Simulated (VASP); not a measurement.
A run of VASP 6.6.1 is set up as follows.

The input INCAR:

```
PREC     = Accurate       # precision mode
ENCUT    = 520            # plane-wave cutoff, eV
EDIFF    = 1E-6           # SCF threshold, eV
ISMEAR   = 0              # smearing method
SIGMA    = 0.15           # smearing width, eV
LREAL    = False          # projectors in reciprocal space
LASPH    = True           # aspherical terms in the spheres
NELM     = 100            # most SCF steps
ALGO     = Fast           # electronic algorithm
ISIF     = 2              # what is computed and relaxed
LWAVE    = False          # write WAVECAR
LCHARG   = True           # write CHGCAR
GGA      = PE             # functional
LELF     = True           # ELF
LVHAR    = True         
NBANDS   = 16             # bands
```

File KPOINTS:

```
Automatic mesh
0
Gamma
  14 14 14
```

POSCAR

```
Al2Cu
1.0
   -2.0717936686      2.0717936686      2.8914013846
    2.0717936686     -2.0717936686      2.8914013846
    2.0174072958      2.0174072958     -2.8914013846
Al Cu
2 1
Direct
    0.7500000000      0.2500000000      0.5000000000
    0.2500000000      0.7500000000      0.5000000000
    0.5000000000      0.5000000000      0.0000000000
```

Potentials or basis: VASP PAW PBE potentials, release 64 (Al, Cu).

Command:

```bash
$ cat potpaw_PBE.64/Al/POTCAR potpaw_PBE.64/Cu/POTCAR > POTCAR
$ mpirun -np 1 vasp_std > vasp.out
```

Task: Predict the band gap on the k mesh.

Result: Zero (an odd number of electrons rules out a gap without spin polarisation).

Task: Estimate the pressure.

Result: 0.3 GPa.

Stress tensor (GPa, compression positive):
```
0.30 1.17 0.00
1.17 0.30 0.00
0.00 0.00 0.17
```

Caveat: the cell differs from its parent crystal (strain +e along x and -e along y -0.0133, strain +e along z and -e/2 along x and y +0.0000).
